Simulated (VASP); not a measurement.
# TiPt3 (P4/mmm) in VASP: a series of runs, part 2 of 2

VASP 6.6.1. The steps go on from the part before.

### 3 Electric field gradients, PBEsol (zz strain of -1 %)

Contents of INCAR:

```
PREC = Accurate
ENCUT = 520
EDIFF = 1E-8
ISMEAR = -1
SIGMA = 0.05
LREAL = F
LASPH = T
NELM = 60
ALGO = Normal
ISIF = 2
LWAVE = F
LCHARG = F
GGA = PS
LEFG = T
NBANDS = 29
```

Contents of KPOINTS:

```
Automatic mesh
0
Gamma
  9 9 9
```

Contents of POSCAR:

```
TiPt3
1.0
    3.8970000000      0.0000000000      0.0000000000
    0.0000000000      3.8970000000      0.0000000000
    0.0000000000      0.0000000000      3.8580300000
Ti Pt
1 3
Direct
    0.0000000000      0.0000000000      0.0000000000
    0.0000000000      0.5000000000      0.5000000000
    0.5000000000      0.0000000000      0.5000000000
    0.5000000000      0.5000000000      0.0000000000
```

Potentials or basis: VASP PAW PBE potentials, release 64 (Ti_sv, Pt).

Command:

```bash
$ cat potpaw_PBE.64/Ti_sv/POTCAR potpaw_PBE.64/Pt/POTCAR > POTCAR
$ mpirun -np 1 vasp_std > vasp.out
```

OUTCAR:

```text
PREC = Accurate
   ENCUT = 520
   EDIFF = 1E-8
   ISMEAR = -1
   LREAL = F
   LASPH = T
   NELM = 60
   ISIF = 2
   GGA = PS

 ion  position               nearest neighbor table
   1  0.000  0.000  0.000-   2 2.74   3 2.74   2 2.74   3 2.74   2 2.74   2 2.74   3 2.74   3 2.74
                             4 2.76   4 2.76   4 2.76   4 2.76
   2  0.000  0.500  0.500-   1 2.74   4 2.74   1 2.74   4 2.74   1 2.74   1 2.74   4 2.74   4 2.74
                             3 2.76   3 2.76   3 2.76   3 2.76
   3  0.500  0.000  0.500-   1 2.74   4 2.74   1 2.74   4 2.74   4 2.74   4 2.74   1 2.74   1 2.74
                             2 2.76   2 2.76   2 2.76   2 2.76
   4  0.500  0.500  0.000-   2 2.74   3 2.74   2 2.74   3 2.74   3 2.74   3 2.74   2 2.74   2 2.74
                             1 2.76   1 2.76   1 2.76   1 2.76

  LATTYP: Found a simple tetragonal cell.
 ALAT       =     3.8970000000
 C/A-ratio  =     0.9900000000

  Lattice vectors:

 A1 = (   3.8970000000,   0.0000000000,   0.0000000000)
 A2 = (   0.0000000000,   3.8970000000,   0.0000000000)
 A3 = (   0.0000000000,   0.0000000000,   3.8580300000)

Analysis of symmetry for initial positions (statically):
=====================================================================
 Subroutine PRICEL returns:
 Original cell was already a primitive cell.

 Routine SETGRP: Setting up the symmetry group for a
 simple tetragonal supercell.

 Subroutine GETGRP returns: Found 16 space group operations
 (whereof 16 operations were pure point group operations)
 out of a pool of 16 trial point group operations.

The static configuration has the point symmetry D_4h.

Analysis of symmetry for dynamics (positions and initial velocities):
=====================================================================
 Subroutine PRICEL returns:
 Original cell was already a primitive cell.

 Routine SETGRP: Setting up the symmetry group for a
 simple tetragonal supercell.

 Subroutine GETGRP returns: Found 16 space group operations
 (whereof 16 operations were pure point group operations)
 out of a pool of 16 trial point group operations.

The dynamic configuration has the point symmetry D_4h.

 Subroutine INISYM returns: Found 16 space group operations
 (whereof 16 operations are pure point group operations),
 and found     1 'primitive' translations

----------------------------------------------------------------------------------------

                                     Primitive cell

  volume of cell :      58.5904

  direct lattice vectors                    reciprocal lattice vectors
     3.897000000  0.000000000  0.000000000     0.256607647  0.000000000  0.000000000
     0.000000000  3.897000000  0.000000000     0.000000000  0.256607647  0.000000000
     0.000000000  0.000000000  3.858030000     0.000000000  0.000000000  0.259199643
[... 92 lines left out ...]
   IBRION =     -1    ionic relax: 0-MD 1-quasi-New 2-CG
   NFREE  =      0    steps in history (QN), initial steepest desc. (CG)
   ISIF   =      2    stress and relaxation
   ISYM   =      2    0-nonsym 1-usesym 2-fastsym
   POTIM  = 0.5000    time-step for ionic-motion
   TEBEG  =    0.0;   TEEND  =   0.0 temperature during run
   PSTRESS=    0.0 pullay stress
   NELECT =      42.0000    total number of electrons
   NUPDOWN=      -1.0000    fix difference up-down
   EMIN   =  10.00;   EMAX   =-10.00  energy-range for DOS
   EFERMI =   0.00;   METHOD = LEGACY
   ISMEAR =    -1;   SIGMA  =   0.05  broadening in eV -4-tet -1-fermi 0-gaus
   EFERMI_NEDOS =   21; number of points for ismear=-14 and -15
   IALGO  =     38    algorithm
   IMIX   =      4    mixing-type and parameters
     AMIX     =   0.40;   BMIX     =  1.00
     AMIX_MAG =   1.60;   BMIX_MAG =  1.00
  volume/ion in A,a.u.               =      14.65        98.85
  Fermi-wavevector in a.u.,A,eV,Ry     =   1.465151  2.768734 29.207193  2.146668
  Thomas-Fermi vector in A             =   2.581042
   LORBIT       =      0    0 simple, 1 ext, 2 COOP (PROOUT), +10 PAW based schemes
   GGA     = PS    functional components
   LHFCALC =     F    Hartree Fock is set to
   AEXX    =    0.0000 exact exchange contribution
   IVDW    =     0    specifies the selected vdW correction
   LEPSILON=     F    determine dielectric tensor
   LRPA    =     F    only Hartree local field effects (RPA)
 non-spin polarized calculation
  energy-cutoff  :      520.00
  volume of cell :       58.59
 maximum number of plane-waves:      1598
 NGX is ok and might be reduce to    30
   NGX = 15   NGY = 15   NGZ = 15

 number of electron      41.9999996 magnetization

 Free energy of the ion-electron system (eV)
  ---------------------------------------------------
  ext. energy  EPLUGINS =         0.00000000
  ---------------------------------------------------
  free energy    TOTEN  =       -32.75607475 eV

  energy without entropy =      -32.74451602  energy(sigma->0) =      -32.75029538

 E-fermi :  11.8990     XC(G=0): -13.4812

 val. band max:       11.8882241523   @ k =   0.0000   0.0000   0.4444
 cond. band min:      11.9116627722   @ k =   0.1111   0.0000   0.4444
 fundamental gap:      0.0234386199
 Fermi energy:        11.8989692889

 k-point     1 :       0.0000    0.0000    0.0000
  band No.  band energies     occupation
      1     -46.0394      2.00000
      2     -22.3650      2.00000
      3     -22.3650      2.00000
      4     -22.3622      2.00000
      5       1.4992      2.00000
      6       4.3262      2.00000
[... 757 lines left out ...]
     28      18.3743      0.00000
     29      18.9487      0.00000

 [... further k-points ...]
[... 5 lines left out ...]
  --------------------------------------------------------------------------------------
  -------------------------------------------------------------------------------------
  Total        0.8871650      0.8871650      1.5445066      0.0000000      0.0000000      0.0000000
  in kB       24.2598764     24.2598764     42.2351394      0.0000000      0.0000000      0.0000000
  external PRESSURE =      30.2516307 kB  Pullay stress =       0.0000000 kB

 VOLUME and BASIS-vectors are now :
 -----------------------------------------------------------------------------
  energy-cutoff  :      520.00
  volume of cell :       58.59
      direct lattice vectors                 reciprocal lattice vectors
     3.897000000  0.000000000  0.000000000     0.256607647  0.000000000  0.000000000
     0.000000000  3.897000000  0.000000000     0.000000000  0.256607647  0.000000000
     0.000000000  0.000000000  3.858030000     0.000000000  0.000000000  0.259199643

 POSITION                                       TOTAL-FORCE (eV/Angst)
 -----------------------------------------------------------------------------------
      0.00000      0.00000      0.00000         0.000000      0.000000      0.000000
      0.00000      1.94850      1.92901         0.000000      0.000000      0.000000
      1.94850      0.00000      1.92901         0.000000      0.000000      0.000000
      1.94850      1.94850      0.00000         0.000000      0.000000      0.000000
 -----------------------------------------------------------------------------------
    total drift:                                0.000000      0.000000     -0.000000

  FREE ENERGIE OF THE ION-ELECTRON SYSTEM (eV)
  ---------------------------------------------------
  free  energy   TOTEN  =       -32.7560747453 eV

  energy  without entropy=      -32.7445160196  energy(sigma->0) =      -32.75029538

 Electric field gradients (V/A^2)
---------------------------------------------------------------------
 ion       V_xx      V_yy      V_zz      V_xy      V_xz      V_yz
---------------------------------------------------------------------
   1       0.308     0.308    -0.616     0.000    -0.000    -0.000
   2     -68.007    38.861    29.146     0.000    -0.000    -0.000
   3      38.861   -68.007    29.146    -0.000    -0.000    -0.000
   4      33.997    33.997   -67.995    -0.000    -0.000     0.000
---------------------------------------------------------------------

 Electric field gradients after diagonalization (V/A^2)
 (convention: |V_zz| > |V_xx| > |V_yy|)
----------------------------------------------------------------------
 ion       V_xx      V_yy      V_zz     asymmetry (V_yy - V_xx)/ V_zz
----------------------------------------------------------------------
   1       0.308     0.308    -0.616       0.000
   2      38.861    29.146   -68.007       0.143
   3      38.861    29.146   -68.007       0.143
   4      33.997    33.997   -67.995       0.000
----------------------------------------------------------------------

           NMR quadrupolar parameters

 Cq : quadrupolar parameter    Cq=e*Q*V_zz/h
 eta: asymmetry parameters     (V_yy - V_xx)/ V_zz
 Q  : nuclear electric quadrupole moment in mb (millibarn)
----------------------------------------------------------------------
 ion       Cq(MHz)       eta       Q (mb)
----------------------------------------------------------------------
   1      -0.001       0.000       1.000
   2      -0.164       0.143       1.000
   3      -0.164       0.143       1.000
   4      -0.164       0.000       1.000
----------------------------------------------------------------------
```

Wall time 67 s (1 thread of AMD EPYC 9R45 (Zen 5), shared host); peak memory 0.22 GiB.

What came out:

```yaml
Free_energy: -32.7561 eV
Pressure: 3.0 GPa
Band_gap_on_the_k_mesh: zero (band 21 reaches 13.30 eV, above the bottom of band 22 at 11.70 eV)
```

Stress tensor (GPa, compression positive):
```
2.43 0.00 0.00
0.00 2.43 0.00
0.00 0.00 4.22
```

Electric field gradients, principal values (V/Å²):
| atom | least | middle | greatest (by size) |
| --- | --- | --- | --- |
| 1 Ti | 0.308 | 0.308 | -0.616 |
| 2 Pt | 29.146 | 38.861 | -68.007 |
| 3 Pt | 29.146 | 38.861 | -68.007 |
| 4 Pt | 33.997 | 33.997 | -67.995 |

Caveat: the cell differs from its parent crystal (zz strain of -1 %); without QUAD_EFG the Cq values of the log hold for a quadrupole moment of 1 mb, not for the nuclei; the PAW data sets were made with another functional, which shifts forces and pressure a little; spin-orbit coupling is left out, which moves the levels of the heavy elements.

### 4 Electric field gradients, PBEsol (zz strain of -1 %)

Contents of INCAR:

```
SYSTEM = TiPt3
PREC = Accurate ; ENCUT = 520
EDIFF = 1E-8 ; ISMEAR = -1
SIGMA = 0.05 ; LREAL = .False.
LASPH = .True. ; NELM = 100
ALGO = Normal ; ISIF = 2
LWAVE = .False. ; LCHARG = .False.
GGA = PS ; LEFG = .True.
NBANDS = 29
```

Contents of KPOINTS:

```
Automatic mesh
0
Gamma
  9 9 9
  0 0 0
```

POSCAR is that of step 3.

Potentials or basis: VASP PAW PBE potentials, release 64 (Ti_sv, Pt).

Command:

```bash
$ cat potpaw_PBE.64/Ti_sv/POTCAR potpaw_PBE.64/Pt/POTCAR > POTCAR
$ mpirun -np 1 vasp_std > vasp.out
```

OUTCAR:

```text
SYSTEM = TiPt3
   PREC = Accurate
   ENCUT = 520
   EDIFF = 1E-8
   ISMEAR = -1
   LREAL = .False.
   LASPH = .True.
   NELM = 100
   ISIF = 2
   GGA = PS

 ion  position               nearest neighbor table
   1  0.000  0.000  0.000-   2 2.74   3 2.74   2 2.74   3 2.74   2 2.74   2 2.74   3 2.74   3 2.74
                             4 2.76   4 2.76   4 2.76   4 2.76
   2  0.000  0.500  0.500-   1 2.74   4 2.74   1 2.74   4 2.74   1 2.74   1 2.74   4 2.74   4 2.74
                             3 2.76   3 2.76   3 2.76   3 2.76
   3  0.500  0.000  0.500-   1 2.74   4 2.74   1 2.74   4 2.74   4 2.74   4 2.74   1 2.74   1 2.74
                             2 2.76   2 2.76   2 2.76   2 2.76
   4  0.500  0.500  0.000-   2 2.74   3 2.74   2 2.74   3 2.74   3 2.74   3 2.74   2 2.74   2 2.74
                             1 2.76   1 2.76   1 2.76   1 2.76

  LATTYP: Found a simple tetragonal cell.
 ALAT       =     3.8970000000
 C/A-ratio  =     0.9900000000

  Lattice vectors:

 A1 = (   3.8970000000,   0.0000000000,   0.0000000000)
 A2 = (   0.0000000000,   3.8970000000,   0.0000000000)
 A3 = (   0.0000000000,   0.0000000000,   3.8580300000)

[... 977 lines left out ...]
      0.00000      1.94850      1.92901         0.000000      0.000000      0.000000
      1.94850      0.00000      1.92901         0.000000      0.000000      0.000000
      1.94850      1.94850      0.00000         0.000000      0.000000      0.000000
 -----------------------------------------------------------------------------------
    total drift:                                0.000000      0.000000     -0.000000

  FREE ENERGIE OF THE ION-ELECTRON SYSTEM (eV)
  ---------------------------------------------------
  free  energy   TOTEN  =       -32.7560747453 eV

  energy  without entropy=      -32.7445160196  energy(sigma->0) =      -32.75029538

 Electric field gradients (V/A^2)
---------------------------------------------------------------------
 ion       V_xx      V_yy      V_zz      V_xy      V_xz      V_yz
---------------------------------------------------------------------
   1       0.308     0.308    -0.616     0.000    -0.000    -0.000
   2     -68.007    38.861    29.146     0.000    -0.000    -0.000
   3      38.861   -68.007    29.146    -0.000    -0.000    -0.000
   4      33.997    33.997   -67.995    -0.000    -0.000     0.000
---------------------------------------------------------------------

 Electric field gradients after diagonalization (V/A^2)
 (convention: |V_zz| > |V_xx| > |V_yy|)
----------------------------------------------------------------------
 ion       V_xx      V_yy      V_zz     asymmetry (V_yy - V_xx)/ V_zz
----------------------------------------------------------------------
   1       0.308     0.308    -0.616       0.000
   2      38.861    29.146   -68.007       0.143
   3      38.861    29.146   -68.007       0.143
   4      33.997    33.997   -67.995       0.000
----------------------------------------------------------------------

           NMR quadrupolar parameters

 Cq : quadrupolar parameter    Cq=e*Q*V_zz/h
 eta: asymmetry parameters     (V_yy - V_xx)/ V_zz
 Q  : nuclear electric quadrupole moment in mb (millibarn)
----------------------------------------------------------------------
 ion       Cq(MHz)       eta       Q (mb)
----------------------------------------------------------------------
   1      -0.001       0.000       1.000
   2      -0.164       0.143       1.000
   3      -0.164       0.143       1.000
   4      -0.164       0.000       1.000
----------------------------------------------------------------------
```

It took 64 s on 1 thread of AMD EPYC 9R45 (Zen 5), shared host; peak memory 0.22 GiB.

Results:

* Free energy: -32.7561 eV
* Pressure: 3.0 GPa
* Band gap on the k mesh: zero (band 21 reaches 13.30 eV, above the bottom of band 22 at 11.70 eV)

Electric field gradients, principal values (V/Å²):
```csv
atom,least,middle,greatest (by size)
1 Ti,0.308,0.308,-0.616
2 Pt,29.146,38.861,-68.007
3 Pt,29.146,38.861,-68.007
4 Pt,33.997,33.997,-67.995
```

Caveat: the cell differs from its parent crystal (zz strain of -1 %); without QUAD_EFG the Cq values of the log hold for a quadrupole moment of 1 mb, not for the nuclei; the PAW data sets were made with another functional, which shifts forces and pressure a little; spin-orbit coupling is left out, which moves the levels of the heavy elements.
